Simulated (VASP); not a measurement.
Input of a VASP 6.6.1 run:

File INCAR:

```
PREC     = Accurate       # precision mode
ENCUT    = 520            # plane-wave cutoff, eV
EDIFF    = 1E-7           # SCF threshold, eV
ISMEAR   = -1             # smearing method
SIGMA    = 0.02           # smearing width, eV
LREAL    = False          # projectors in reciprocal space
LASPH    = True           # aspherical terms in the spheres
NELM     = 100            # most SCF steps
ALGO     = Normal         # electronic algorithm
ISIF     = 2              # what is computed and relaxed
LWAVE    = False          # write WAVECAR
LCHARG   = True           # write CHGCAR
GGA      = PE             # functional
LELF     = True           # ELF
LVHAR    = True         
NBANDS   = 60             # bands
```

File KPOINTS:

```
regular mesh
0
Gamma
  4 8 4
```

Contents of POSCAR:

```
Ge3C3N8
1.0
    7.1044638400      0.0000000000     -0.4357346011
    0.0000000000      2.8188334612      0.0000000000
   -3.9295891490      0.0000000000      7.0556755523
Ge C N
3 3 8
Direct
    0.5183892246      0.5000000000      0.7634886884
    0.8187233928      0.0000000000      0.1809221440
    0.7940772223      0.0000000000      0.6022274100
    0.2223225607      0.5000000000      0.3743791270
    0.1890564537      0.5000000000      0.9081542326
    0.4366436561      0.0000000000      0.2300031745
    0.2414884030      0.5000000000      0.5451623498
    0.6741157135      0.0000000000      0.3277854930
    0.7286484517      0.5000000000      0.6945740358
    0.5786410025      0.0000000000      0.9264319019
    0.1104601584      0.0000000000      0.8067040389
    0.9959599778      0.5000000000      0.2044084934
    0.3460000152      0.0000000000      0.3434269225
    0.3454737677      0.5000000000      0.0923319883
```

Potentials or basis: VASP PAW PBE potentials, release 64 (Ge_d, C, N).

Launch:

```bash
$ cat potpaw_PBE.64/Ge_d/POTCAR potpaw_PBE.64/C/POTCAR potpaw_PBE.64/N/POTCAR > POTCAR
$ mpirun -np 1 vasp_std > vasp.out
```

Q: Predict the largest force.

A: 0.115 eV/Å.

Q: What does it give for the pressure?

A: -0.3 GPa.

Stress tensor (GPa, compression positive):
```
-0.24  0.00  0.07
 0.00 -0.45  0.00
 0.07  0.00 -0.10
```
